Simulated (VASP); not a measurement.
Write the native input for VASP 6.6.1 that does the following.

| Item | Value |
| --- | --- |
| Task | single point |
| Functional | PBE |
| Dispersion | D3(BJ) |
| Potentials or basis | VASP PAW PBE potentials, release 64 (F, H, Cl) |
| Cutoff | 520 eV |
| k mesh | 1 × 1 × 1 |
| Occupations | fermi-dirac, width 0.02 eV |
| Spin | no spin polarisation |
| Dipole correction | no |
| Further INCAR settings | ALGO = Normal; EDIFF = 1e-06; NBANDS = 36 |

The structure of H2ClF lies in POSCAR:

```
H2ClF
1.0
    6.5460240000      0.0000000000      0.0000000000
    0.0000000000      6.5460240000      0.0000000000
    0.0000000000      0.0000000000      6.5460240000
F H Cl
3 6 3
Direct
    0.4722103066      0.3889231081      0.7497986564
    0.5941163674      0.1558808828      0.4954457851
    0.7567647170      0.6423441161      0.7002265803
    0.4774806814      0.2543223184      0.7072079174
    0.6979656659      0.0718756913      0.4539091210
    0.6896247249      0.5129678718      0.7217358201
    0.2303841232      0.9479953022      0.8794957061
   -0.0499539873      0.3987611411     -0.0967763027
    0.9144176679      0.7556037069      0.4450182279
    0.2483645034      0.7587201025      0.8172136246
   -0.0565534132      0.2044905427     -0.0854106248
    0.9742860704      0.9252028407      0.3659778821
```

These files were run (other wordings do the same):

INCAR

```
PREC     = Accurate       # precision mode
ENCUT    = 520            # plane-wave cutoff, eV
EDIFF    = 1E-6           # SCF threshold, eV
ISMEAR   = -1             # smearing method
SIGMA    = 0.02           # smearing width, eV
LREAL    = F              # projectors in reciprocal space
LASPH    = T              # aspherical terms in the spheres
NELM     = 60             # most SCF steps
ALGO     = Normal         # electronic algorithm
ISIF     = 2              # what is computed and relaxed
LWAVE    = F              # write WAVECAR
LCHARG   = T              # write CHGCAR
GGA      = PE             # functional
IVDW     = 12             # dispersion correction
LELF     = T              # ELF
LVHAR    = T            
NBANDS   = 36             # bands
```

KPOINTS

```
Automatic mesh
0
Gamma
  1 1 1
```

Potentials or basis: VASP PAW PBE potentials, release 64 (F, H, Cl).

Run with:

```sh
$ cat potpaw_PBE.64/F/POTCAR potpaw_PBE.64/H/POTCAR potpaw_PBE.64/Cl/POTCAR > POTCAR
$ mpirun -np 1 vasp_gam > vasp.out
```

It gave:

The pressure is 1.0 GPa. The largest force is 2.476 eV/Å, the band gap on the k mesh is 5.36 eV and the dispersion energy per atom is -0.035 eV.

Caveat: the k points lie up to 0.96 Å⁻¹ apart.

Wall time 31 s on 1 thread of AMD EPYC 7R43 64-Core Processor (Zen 3) (shared host), peak memory 0.27 GiB.
